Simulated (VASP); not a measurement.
Wanted: the native input for a VASP 6.6.1 run.

```yaml
Task: single point
Functional: PBE
Potentials_or_basis: VASP PAW PBE potentials, release 64 (Mg, Cd, N)
Cutoff: 520 eV
k_mesh: 12 × 12 × 6
Occupations: gaussian, width 0.03 eV
Spin: no spin polarisation
Dipole_correction: no
Further_INCAR_settings: ALGO = Normal; EDIFF = 1e-06; NBANDS = 21
```

The structure of Mg2CdN2 lies in POSCAR:

```
Mg2CdN2
1.0
    3.5528825911      0.0000000000      0.0000000000
   -1.7764412955      3.0768865806      0.0000000000
    0.0000000000      0.0000000000      5.9239926963
Mg Cd N
2 1 2
Direct
    0.6666666667      0.3333333333      0.1534420000
    0.3333333333      0.6666666667      0.8465580000
    0.0000000000      0.0000000000      0.5000000000
    0.6666666667      0.3333333333      0.7722310000
    0.3333333333      0.6666666667      0.2277690000
```

This cell differs from its parent crystal: strain -0.0100 x Voigt [0, 0, 1, 0, 0, 0].

These files were run (other wordings do the same):

INCAR

```
SYSTEM = Mg2CdN2
PREC = Accurate
ENCUT = 520
EDIFF = 1E-6
ISMEAR = 0
SIGMA = 0.03
LREAL = .FALSE.
LASPH = .TRUE.
NELM = 80
ALGO = Normal
ISIF = 2
LWAVE = .FALSE.
LCHARG = .FALSE.
GGA = PE
NBANDS = 21
```

KPOINTS

```
regular mesh
0
G
  12 12 6
  0 0 0
```

Potentials or basis: VASP PAW PBE potentials, release 64 (Mg, Cd, N).

Run with:

```bash
$ cat potpaw_PBE.64/Mg/POTCAR potpaw_PBE.64/Cd/POTCAR potpaw_PBE.64/N/POTCAR > POTCAR
$ mpirun -np 1 vasp_std > vasp.out
```

Results of the run:

The pressure is 0.7 GPa and the largest force is 0.023 eV/Å. The band gap on the k mesh is 0.36 eV (least direct gap 0.76 eV).

Caveat: the cell differs from its parent crystal (strain -0.0100 x Voigt [0, 0, 1, 0, 0, 0]).

Wall time 3.2 min on 1 thread of Intel Xeon 8259CL (shared host), peak memory 0.29 GiB.
